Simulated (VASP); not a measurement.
A run of VASP 6.6.1:

Contents of INCAR:

```
SYSTEM = AlOs
  PREC = Accurate
  ENCUT = 520
  EDIFF = 1E-6
  ISMEAR = 1
  SIGMA = 0.2
  LREAL = .FALSE.
  LASPH = .TRUE.
  NELM = 120
  ALGO = Normal
  ISIF = 2
  LWAVE = .FALSE.
  LCHARG = .TRUE.
  LDIPOL = .TRUE.
  IDIPOL = 3
  DIPOL = 0.5 0.5 0.500
  LELF = .TRUE.
  LVHAR = .TRUE.
  LVACPOTAV = .TRUE.
  NBANDS = 19
  GGA_COMPAT = .FALSE.
  NELMDL = -8
```

KPOINTS

```
Automatic mesh
0
G
  6 6 1
  0 0 0
```

Contents of POSCAR:

```
AlOs
1.0
    2.9979119800      0.0000000000      0.0000000000
    0.0000000000      2.9979119800      0.0000000000
    0.0000000000      0.0000000000     14.4968679700
Al Os
2 2
Direct
    0.0000000000      0.0000000000      0.3449020858
    0.0000000000      0.0000000000      0.5516993047
    0.5000000000      0.5000000000      0.4483006953
    0.5000000000      0.5000000000      0.6550979142
```

Potentials or basis: VASP PAW LDA potentials, release 64 (Al, Os).

Command:

```bash
$ cat potpaw_LDA.64/Al/POTCAR potpaw_LDA.64/Os/POTCAR > POTCAR
$ mpirun -np 1 vasp_std > vasp.out
```

Hardware: 1 thread of Intel Xeon 8259CL, on a shared host.

How long does it take, and how much memory?

Run time: 100 s on 1 thread of Intel Xeon 8259CL, with other jobs on the host, peak memory 0.17 GiB. Counts: scf iterations 26, k points 10.
